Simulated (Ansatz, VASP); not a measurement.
# One calculation of TiB2, two programs

INCAR

```
SYSTEM = TiB2
  ALGO = Normal
  EDIFF = 1E-6
  ENCUT = 500
  GGA = PE
  GGA_COMPAT = .False.
  ISIF = 2
  ISMEAR = 0
  IVDW = 12
  LASPH = .True.
  LCHARG = .False.
  LREAL = .False.
  LWAVE = .False.
  NBANDS = 16
  NELM = 120
  PREC = Accurate
  SIGMA = 0.1
```

File KPOINTS:

```
k-points
0
Gamma
  6 6 6
  0 0 0
```

File POSCAR:

```
TiB2
1.0
    3.0259273100      0.0000000000      0.0000000000
   -1.5129636600      2.6205299200      0.0000000000
    0.0000000000      0.0000000000      3.2287677100
Ti B
1 2
Direct
    0.0000000000      0.0000000000      0.0000000000
    0.3333333300      0.6666666700      0.5000000000
    0.6666666700      0.3333333300      0.5000000000
```

Input for Ansatz:

```yaml
crystal:
  lattice:
    - [3.02592731, 0.0, 0.0]
    - [-1.51296366, 2.62052992, 0.0]
    - [0.0, 0.0, 3.22876771]
  atoms:
    - { symbol: Ti, position: [0.0, 0.0, 0.0] }
    - { symbol: B, position: [0.33333333, 0.66666667, 0.5] }
    - { symbol: B, position: [0.66666667, 0.33333333, 0.5] }
basis:
  ecutwfc: 420
kpoints:
  mp_grid: { grid: [6, 6, 6] }
hamiltonian:
  xc: pbe
  dispersion: d3bj
  pseudopotentials: { kind: paw, azcp: { folder: soft_1 } }
scf:
  occupations: { method: gaussian, width: 0.1 }
output:
  forces: true
  stress: true
  eigenvalues: true
```

Alike in both runs: task single point; functional PBE; dispersion D3(BJ); k mesh 6 × 6 × 6; occupations gaussian, width 0.1 eV; no spin polarisation.

|  | VASP | Ansatz |
| --- | --- | --- |
| version | VASP 6.6.1 | Ansatz 0.2.0 |
| potentials or method | VASP PAW PBE potentials, release 64 (Ti_sv, B), cutoff 500 eV | scalar-relativistic, plane waves, PAW |
| valence electrons in the cell | 18 | 18 |

|  | VASP | Ansatz | Ansatz less VASP |
| --- | --- | --- | --- |
| gap on the k mesh at the Fermi level (eV) | none | none | - |
| pressure (GPa) | -6.8 | -7.0 | -0.24 |
| traceless stress, the component that is largest in VASP (GPa) | -2.03 | -2.04 | -0.006 |

A gap of «none» marks a metal or a gap that the smearing closes.

The k mesh is coarse, so the values compare programs but aren't converged.
